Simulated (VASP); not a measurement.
# HfSc2O3: single point with PBE

The system is HfSc2O3.

```
CELL_PARAMETERS angstrom
4.62060 0.00000 0.00000
-2.31030 4.00156 0.00000
0.00000 0.00000 4.16454
ATOMIC_POSITIONS crystal
Hf 0.00000 0.00000 0.50000
Sc 0.33333 0.66667 0.00000
Sc 0.66667 0.33333 0.00000
O 0.33333 0.66667 0.50000
O 0.66667 0.33333 0.50000
O 0.00000 0.00000 0.00000
```

```json
{
  "Program": "VASP 6.6.1",
  "Task": "single point",
  "Functional": "PBE",
  "Potentials or basis": "VASP PAW PBE potentials, release 64 (Hf_pv, Sc_sv, O)",
  "Cutoff": "520 eV",
  "k mesh": "6 × 6 × 4",
  "Occupations": "gaussian, width 0.1 eV",
  "Spin": "no spin polarisation",
  "Dipole correction": "no",
  "Further INCAR settings": "ALGO = Normal; EDIFF = 1e-07; NBANDS = 34"
}
```

The pressure is -0.4 GPa. The band gap on the k mesh is zero (band 25 reaches 7.42 eV, above the bottom of band 26 at 6.02 eV).

Stress tensor (GPa, compression positive):
```
-0.51  0.00  0.00
 0.00 -0.51  0.00
 0.00  0.00 -0.11
```

Levels at points of the mesh, in eV from the Fermi level:
| k point | band 21 | band 22 | band 23 | band 24 | band 25 | band 26 | band 27 | band 28 | band 29 | band 30 |
| --- | --- | --- | --- | --- | --- | --- | --- | --- | --- | --- |
| (0.00, 0.00, 0.00) | -3.63 | -3.50 | -3.50 | -2.11 | -0.44 | -0.44 | 0.44 | 0.44 | 1.32 | 1.32 |
| (0.50, 0.00, 0.00) | -4.01 | -3.84 | -3.81 | -1.57 | -1.18 | 0.21 | 0.42 | 0.80 | 1.04 | 1.50 |
| (0.00, 0.00, 0.50) | -5.48 | -3.99 | -3.99 | -1.08 | 0.60 | 1.11 | 1.11 | 1.90 | 1.90 | 2.23 |
| (0.50, 0.00, 0.50) | -5.87 | -4.31 | -4.06 | -0.56 | 0.36 | 0.95 | 0.95 | 1.93 | 2.06 | 2.07 |

Run time: 59 s on 1 thread of Intel(R) Xeon(R) Platinum 8488C (Sapphire Rapids), with other jobs on the host, peak memory 0.22 GiB.

Caveat: the k points lie up to 0.38 Å⁻¹ apart; spin-orbit coupling is left out, which moves the levels of the heavy elements.
